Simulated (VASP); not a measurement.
# TiO2 (C2/c) in VASP: a series of runs, part 2 of 2

VASP 6.6.1.

### 4 Single point, LDA

The input, INCAR:

```
SYSTEM = TiO2
PREC = Accurate
ENCUT = 600
EDIFF = 1E-6
ISMEAR = 0
SIGMA = 0.02
LREAL = .False.
LASPH = .True.
NELM = 120
ALGO = Normal
ISIF = 2
LWAVE = .False.
LCHARG = .True.
GGA = CA
LELF = .True.
LVHAR = .True.
NBANDS = 33
GGA_COMPAT = .False.
```

The input, KPOINTS:

```
Automatic mesh
0
Gamma
  6 6 4
  0.5 0.5 0.5
```

The input, POSCAR:

```
TiO2
1.0
    2.7060340000     -2.7066550000      0.0000000000
    2.7060340000      2.7066550000      0.0000000000
   -2.6335310000      0.0000000000      4.7966370000
Ti O
2 4
Direct
    0.1341100000      0.8658900000      0.2500000000
    0.8658900000      0.1341100000      0.7500000000
    0.3312210000      0.0887550000      0.6671490000
    0.6687790000      0.9112450000      0.3328510000
    0.9112450000      0.6687790000      0.8328510000
    0.0887550000      0.3312210000      0.1671490000
```

Potentials or basis: VASP PAW LDA potentials, release 64 (Ti_sv, O).

Run with:

```console
$ cat potpaw_LDA.64/Ti_sv/POTCAR potpaw_LDA.64/O/POTCAR > POTCAR
$ mpirun -np 1 vasp_std > vasp.out
```

OUTCAR:

```text
SYSTEM = TiO2
   PREC = Accurate
   ENCUT = 600
   EDIFF = 1E-6
   ISMEAR = 0
   LREAL = .False.
   LASPH = .True.
   NELM = 120
   ISIF = 2
   GGA = CA

 ion  position               nearest neighbor table
   1  0.134  0.866  0.250-   4 1.93   6 1.93   6 1.98   4 1.98   3 2.00   5 2.00
   2  0.866  0.134  0.750-   5 1.93   3 1.93   5 1.98   3 1.98   6 2.00   4 2.00
   3  0.331  0.089  0.667-   2 1.93   2 1.98   1 2.00
   4  0.669  0.911  0.333-   1 1.93   1 1.98   2 2.00
   5  0.911  0.669  0.833-   2 1.93   2 1.98   1 2.00
   6  0.089  0.331  0.167-   1 1.93   1 1.98   2 2.00

  LATTYP: Found a base centered monoclinic cell.
 ALAT       =     5.4120680000
 B/A-ratio  =     1.0002294871
 C/A-ratio  =     1.0110809974
 COS(beta)  =    -0.4812705001

  Lattice vectors:

 A1 = (   2.7060340000,  -2.7066550000,   0.0000000000)
 A2 = (   2.7060340000,   2.7066550000,   0.0000000000)
 A3 = (  -2.6335310000,   0.0000000000,   4.7966370000)

Analysis of symmetry for initial positions (statically):
=====================================================================
[... 185 lines left out ...]
 cond. band min:       5.0523610286   @ k =  -0.0833  -0.0833   0.1250
 fundamental gap:      2.2273262741
 Fermi energy:         3.0591827910

 k-point     1 :       0.0833    0.0833    0.1250
  band No.  band energies     occupation
      1     -52.9652      2.00000
      2     -52.9227      2.00000
      3     -29.7682      2.00000
      4     -29.6069      2.00000
      5     -29.5957      2.00000
      6     -29.5140      2.00000
[... 853 lines left out ...]
     32       8.7890      0.00000
     33       8.9311      0.00000

 [... further k-points ...]

------------------------ aborting loop because EDIFF is reached ----------------------------------------

  FORCE on cell =-STRESS in cart. coord.  units (eV):
  Direction    XX          YY          ZZ          XY          YZ          ZX
  --------------------------------------------------------------------------------------
  -------------------------------------------------------------------------------------
  Total       -5.3613124     -5.3766699     -5.2495759      0.0000000      0.0000000     -0.1837732
  in kB     -122.2499507   -122.6001378   -119.7021087      0.0000000      0.0000000     -4.1904409
  external PRESSURE =    -121.5173991 kB  Pullay stress =       0.0000000 kB

 VOLUME and BASIS-vectors are now :
 -----------------------------------------------------------------------------
  energy-cutoff  :      600.00
  volume of cell :       70.26
      direct lattice vectors                 reciprocal lattice vectors
     2.706034000 -2.706655000  0.000000000     0.184772253 -0.184729860  0.101446796
     2.706034000  2.706655000  0.000000000     0.184772253  0.184729860  0.101446796
    -2.633531000  0.000000000  4.796637000     0.000000000  0.000000000  0.208479399

 POSITION                                       TOTAL-FORCE (eV/Angst)
 -----------------------------------------------------------------------------------
      2.04765      1.98068      1.19916        -0.000000      0.066715     -0.000000
      0.73089     -1.98068      3.59748        -0.000000     -0.066715      0.000000
     -0.62049     -0.65627      3.20007         0.011572     -0.044913     -0.310377
      3.39903      0.65627      1.59657        -0.011572      0.044913      0.310377
      2.08226     -0.65627      3.99488        -0.011572     -0.044913      0.310377
      0.69628      0.65627      0.80175         0.011572      0.044913     -0.310377
 -----------------------------------------------------------------------------------
    total drift:                                0.000000      0.000000      0.000000

  FREE ENERGIE OF THE ION-ELECTRON SYSTEM (eV)
  ---------------------------------------------------
  free  energy   TOTEN  =       -58.6926532401 eV

  energy  without entropy=      -58.6926532401  energy(sigma->0) =      -58.69265324
```

OSZICAR:

```text
N       E                     dE             d eps       ncg     rms          rms(c)
DAV:   1     0.691307003530E+03    0.69131E+03   -0.26455E+04  2772   0.186E+03
DAV:   2     0.347271112517E+02   -0.65658E+03   -0.61110E+03  2989   0.540E+02
DAV:   3    -0.691443257265E+02   -0.10387E+03   -0.10186E+03  3807   0.197E+02
DAV:   4    -0.754623483990E+02   -0.63180E+01   -0.63045E+01  4278   0.469E+01
DAV:   5    -0.757251992452E+02   -0.26285E+00   -0.26281E+00  3599   0.728E+00    0.305E+01
DAV:   6    -0.593667909943E+02    0.16358E+02   -0.79768E+01  3900   0.870E+01    0.119E+01
DAV:   7    -0.590975636031E+02    0.26923E+00   -0.16225E+01  3714   0.347E+01    0.905E+00
DAV:   8    -0.588672643055E+02    0.23030E+00   -0.63873E-01  3529   0.665E+00    0.633E+00
DAV:   9    -0.587735113608E+02    0.93753E-01   -0.92428E-01  3940   0.108E+01    0.270E+00
DAV:  10    -0.587157233695E+02    0.57788E-01   -0.60127E-01  3862   0.728E+00    0.125E+00
DAV:  11    -0.586934243956E+02    0.22299E-01   -0.87577E-02  3559   0.205E+00    0.471E-01
DAV:  12    -0.586930854225E+02    0.33897E-03   -0.97374E-03  3332   0.110E+00    0.172E-01
DAV:  13    -0.586927003437E+02    0.38508E-03   -0.95488E-04  3734   0.319E-01    0.486E-02
DAV:  14    -0.586926536023E+02    0.46741E-04   -0.18242E-04  3759   0.143E-01    0.245E-02
DAV:  15    -0.586926533506E+02    0.25166E-06   -0.65830E-05  3536   0.524E-02    0.481E-03
DAV:  16    -0.586926532401E+02    0.11051E-06   -0.44689E-06  3422   0.140E-02
   1 F= -.58692653E+02 E0= -.58692653E+02  d E =-.466988E-63
```

Run time: 73 s. Hardware: 1 thread of Intel Xeon 6975P-C (Granite Rapids), shared host; peak memory 0.23 GiB.

What came out:

* Free energy: -58.6927 eV
* Pressure: -12.2 GPa
* Largest force: 0.314 eV/Å
* Band gap on the k mesh: 2.23 eV (least direct gap 2.63 eV)

Forces in eV/Å, atoms in the order of the input:
```
Ti   0.000  0.067  0.000
Ti   0.000 -0.067  0.000
O    0.012 -0.045 -0.310
O   -0.012  0.045  0.310
O   -0.012 -0.045  0.310
O    0.012  0.045 -0.310
```

Caveat: the cell stands under tension; a shifted mesh leaves out Γ, where band edges can lie. A k mesh can miss the band edges.

### 5 Single point, LDA

The input, INCAR:

```
SYSTEM = TiO2
  ALGO = Normal
  EDIFF = 1E-6
  ENCUT = 600
  GGA = CA
  GGA_COMPAT = .FALSE.
  ISIF = 2
  ISMEAR = 0
  LASPH = .TRUE.
  LCHARG = .FALSE.
  LREAL = .FALSE.
  LWAVE = .FALSE.
  NBANDS = 33
  NELM = 120
  PREC = Accurate
  SIGMA = 0.02
```

The input, KPOINTS:

```
k-points
0
G
  6 6 6
  0 0 0
```

POSCAR is that of step 4.

Run with:

```console
$ cat potpaw_LDA.64/Ti_sv/POTCAR potpaw_LDA.64/O/POTCAR > POTCAR
$ mpirun -np 1 vasp_std > vasp.out
```

Wall time 2 min (1 thread of Intel Xeon 6975P-C (Granite Rapids), shared host); peak memory 0.28 GiB.

The run converged. Its results:

| Quantity | Value |
| --- | --- |
| Free energy | -58.6927 eV |
| Pressure | -12.2 GPa |
| Largest force | 0.316 eV/Å |
| Band gap on the k mesh | 1.95 eV (least direct gap 2.30 eV) |

Forces in eV/Å, atoms in the order of the input:
```
Ti   0.000  0.066  0.000
Ti   0.000 -0.066  0.000
O    0.012 -0.045 -0.312
O   -0.012  0.045  0.312
O   -0.012 -0.045  0.312
O    0.012  0.045 -0.312
```

Stress tensor (GPa, compression positive):
```
-12.23   0.00  -0.42
  0.00 -12.26   0.00
 -0.42   0.00 -11.97
```

Levels at points of the mesh, in eV from the valence-band top:
| k point | band 20 | band 21 | band 22 | band 23 | band 24 | band 25 | band 26 | band 27 | band 28 | band 29 |
| --- | --- | --- | --- | --- | --- | --- | --- | --- | --- | --- |
| (0.00, 0.00, 0.00) | -0.81 | -0.78 | -0.72 | -0.45 | -0.44 | 1.95 | 2.69 | 3.73 | 3.74 | 3.79 |
| (0.50, 0.00, 0.00) | -1.98 | -1.89 | -0.92 | -0.88 | -0.62 | 3.11 | 3.27 | 3.31 | 3.55 | 4.05 |
| (0.50, 0.50, 0.00) | -2.44 | -2.20 | -1.89 | -0.01 | 0.00 | 3.14 | 3.18 | 3.46 | 3.80 | 4.64 |
| (0.00, 0.00, 0.50) | -1.35 | -1.25 | -1.25 | -0.13 | -0.13 | 2.31 | 2.31 | 3.56 | 3.56 | 4.00 |
| (0.50, 0.00, 0.50) | -1.92 | -1.88 | -0.91 | -0.88 | -0.62 | 2.97 | 3.38 | 3.40 | 3.44 | 4.13 |
| (0.50, 0.50, 0.50) | -2.58 | -2.05 | -2.05 | -0.02 | -0.02 | 3.16 | 3.16 | 3.64 | 3.64 | 4.67 |

Caveat: the cell stands under tension.

### 6 Single point, LDA

The input, INCAR:

```
SYSTEM = TiO2
  ALGO = Normal
  EDIFF = 1E-6
  ENCUT = 600
  GGA_COMPAT = .False.
  ISIF = 2
  ISMEAR = 0
  LASPH = .True.
  LCHARG = .False.
  LREAL = .False.
  LWAVE = .False.
  NBANDS = 33
  NELM = 120
  PREC = Accurate
  SIGMA = 0.02
```

The input, KPOINTS:

```
Automatic mesh
0
Gamma
  6 6 6
  0.5 0.5 0.5
```

POSCAR is that of step 5.

Potentials or basis: VASP PAW LDA potentials, release 64 (Ti_sv, O).

Run with:

```console
$ cat potpaw_LDA.64/Ti_sv/POTCAR potpaw_LDA.64/O/POTCAR > POTCAR
$ mpirun -np 1 vasp_std > vasp.out
```

OUTCAR:

```text
SYSTEM = TiO2
   EDIFF = 1E-6
   ENCUT = 600
   ISIF = 2
   ISMEAR = 0
   LASPH = .True.
   LREAL = .False.
   NELM = 120
   PREC = Accurate

 ion  position               nearest neighbor table
   1  0.134  0.866  0.250-   4 1.93   6 1.93   6 1.98   4 1.98   3 2.00   5 2.00
   2  0.866  0.134  0.750-   5 1.93   3 1.93   5 1.98   3 1.98   6 2.00   4 2.00
   3  0.331  0.089  0.667-   2 1.93   2 1.98   1 2.00
   4  0.669  0.911  0.333-   1 1.93   1 1.98   2 2.00
   5  0.911  0.669  0.833-   2 1.93   2 1.98   1 2.00
   6  0.089  0.331  0.167-   1 1.93   1 1.98   2 2.00

  LATTYP: Found a base centered monoclinic cell.
 ALAT       =     5.4120680000
 B/A-ratio  =     1.0002294871
 C/A-ratio  =     1.0110809974
 COS(beta)  =    -0.4812705001

  Lattice vectors:

 A1 = (   2.7060340000,  -2.7066550000,   0.0000000000)
 A2 = (   2.7060340000,   2.7066550000,   0.0000000000)
 A3 = (  -2.6335310000,   0.0000000000,   4.7966370000)

Analysis of symmetry for initial positions (statically):
=====================================================================
 Subroutine PRICEL returns:
 Original cell was already a primitive cell.

 Routine SETGRP: Setting up the symmetry group for a
 base centered monoclinic supercell.

[... 183 lines left out ...]
 k-point     1 :       0.0833    0.0833    0.0833
  band No.  band energies     occupation
      1     -52.9673      2.00000
      2     -52.9206      2.00000
      3     -29.7817      2.00000
      4     -29.6030      2.00000
      5     -29.5929      2.00000
      6     -29.5168      2.00000
[... 853 lines left out ...]
     32       8.7553      0.00000
     33       8.9181      0.00000

 [... further k-points ...]

------------------------ aborting loop because EDIFF is reached ----------------------------------------

  FORCE on cell =-STRESS in cart. coord.  units (eV):
  Direction    XX          YY          ZZ          XY          YZ          ZX
  --------------------------------------------------------------------------------------
  -------------------------------------------------------------------------------------
  Total       -5.3605428     -5.3756781     -5.2483892      0.0000000      0.0000000     -0.1839146
  in kB     -122.2324026   -122.5775208   -119.6750495      0.0000000      0.0000000     -4.1936654
  external PRESSURE =    -121.4949909 kB  Pullay stress =       0.0000000 kB

 VOLUME and BASIS-vectors are now :
 -----------------------------------------------------------------------------
  energy-cutoff  :      600.00
  volume of cell :       70.26
      direct lattice vectors                 reciprocal lattice vectors
     2.706034000 -2.706655000  0.000000000     0.184772253 -0.184729860  0.101446796
     2.706034000  2.706655000  0.000000000     0.184772253  0.184729860  0.101446796
    -2.633531000  0.000000000  4.796637000     0.000000000  0.000000000  0.208479399

 POSITION                                       TOTAL-FORCE (eV/Angst)
 -----------------------------------------------------------------------------------
      2.04765      1.98068      1.19916        -0.000000      0.066666      0.000000
      0.73089     -1.98068      3.59748        -0.000000     -0.066666      0.000000
     -0.62049     -0.65627      3.20007         0.011615     -0.044940     -0.310343
      3.39903      0.65627      1.59657        -0.011615      0.044940      0.310343
      2.08226     -0.65627      3.99488        -0.011615     -0.044940      0.310343
      0.69628      0.65627      0.80175         0.011615      0.044940     -0.310343
 -----------------------------------------------------------------------------------
    total drift:                                0.000000      0.000000      0.000000

  FREE ENERGIE OF THE ION-ELECTRON SYSTEM (eV)
  ---------------------------------------------------
  free  energy   TOTEN  =       -58.6925776130 eV

  energy  without entropy=      -58.6925776130  energy(sigma->0) =      -58.69257761
```

Run time: 1.7 min. Hardware: 1 thread of Intel Xeon 6975P-C (Granite Rapids), shared host; peak memory 0.27 GiB.

Results:

| Quantity | Value |
| --- | --- |
| Free energy | -58.6926 eV |
| Pressure | -12.1 GPa |
| Largest force | 0.314 eV/Å |
| Band gap on the k mesh | 2.24 eV (least direct gap 2.62 eV) |

Forces in eV/Å, atoms in the order of the input:
```
Ti   0.000  0.067  0.000
Ti   0.000 -0.067  0.000
O    0.012 -0.045 -0.310
O   -0.012  0.045  0.310
O   -0.012 -0.045  0.310
O    0.012  0.045 -0.310
```

Caveat: the cell stands under tension; a shifted mesh leaves out Γ, where band edges can lie. A k mesh can miss the band edges.

### 7 Summary

| k mesh | gap on the mesh (eV) | pressure (GPa) | largest force (eV/Å) |
| --- | --- | --- | --- |
| 4 × 4 × 4, shifted | 2.56 | -12.2 | 0.32 |
| 6 × 6 × 4 | 1.95 | -12.2 | 0.32 |
| 6 × 6 × 4, shifted | 2.23 | -12.2 | 0.31 |
| 6 × 6 × 6 | 1.95 | -12.2 | 0.32 |
| 6 × 6 × 6, shifted | 2.24 | -12.1 | 0.31 |

Alike in all rows: task single point; level LDA; potentials or basis VASP PAW LDA potentials, release 64 (Ti_sv, O); no spin polarisation; cell as given; cutoff (eV) 600; smearing gaussian 0.02 eV.

Caveats: the cell stands under tension; a shifted mesh leaves out Γ, where band edges can lie (at least some runs).

Absolute energies hang on the potentials; compare differences alone.
